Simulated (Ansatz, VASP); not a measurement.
# One calculation of Sn, two programs

The input INCAR:

```
PREC = Accurate
ENCUT = 600
EDIFF = 1E-6
ISMEAR = 0
SIGMA = 0.1
LREAL = F
LASPH = T
NELM = 100
ALGO = Fast
ISIF = 3
LWAVE = F
LCHARG = F
GGA = PE
IBRION = 2
NSW = 80
EDIFFG = -0.01
```

The input KPOINTS:

```
regular mesh
0
Gamma
  12 12 12
```

File POSCAR:

```
Sn
1.0
    0.0000000000      3.3290096637      3.3290096637
    3.3290096637      0.0000000000      3.3290096637
    3.3290096637      3.3290096637      0.0000000000
Sn
2
Direct
    0.2500000000      0.2500000000      0.2500000000
    0.0000000000      0.0000000000      0.0000000000
```

Input for Ansatz:

```yaml
crystal:
  lattice:
    - [0.0, 3.3290096637, 3.3290096637]
    - [3.3290096637, 0.0, 3.3290096637]
    - [3.3290096637, 3.3290096637, 0.0]
  atoms:
    - { symbol: Sn, position: [0.25, 0.25, 0.25] }
    - { symbol: Sn, position: [0.0, 0.0, 0.0] }
basis:
  ecutwfc: 420
kpoints:
  mp_grid: { grid: [12, 12, 12] }
hamiltonian:
  xc: pbe
scf:
  occupations: { method: gaussian, width: 0.1 }
output:
  forces: true
  stress: true
  eigenvalues: true
relax:
  adjacent_minimum: "off"
  f_tol: 0.01
  max_steps: 60
  cell: { stress_tol: 0.1 }
```

Alike in both runs: task relaxation of cell and atoms; functional PBE; k mesh 12 × 12 × 12; occupations gaussian, width 0.1 eV; no spin polarisation.

|  | VASP | Ansatz |
| --- | --- | --- |
| version | VASP 6.6.1 | Ansatz 0.2.0 |
| potentials or method | VASP PAW PBE potentials, release 64 (Sn_d), cutoff 600 eV | scalar-relativistic, plane waves, PAW |
| valence electrons in the cell | 28 | 28 |

```csv
,VASP,Ansatz,Ansatz less VASP
"gap on the k mesh at the Fermi level, each at its own relaxed structure (eV)",none,none,-
relaxed volume (Å³/atom),36.89,36.89,0.000
relaxed length of the cell vector where the two differ most in proportion (Å),4.708,4.708,0.0000
```

A gap of «none» marks a metal or a gap that the smearing closes.

Noted on VASP's run: the relaxation stopped at its first step, so nothing moved.
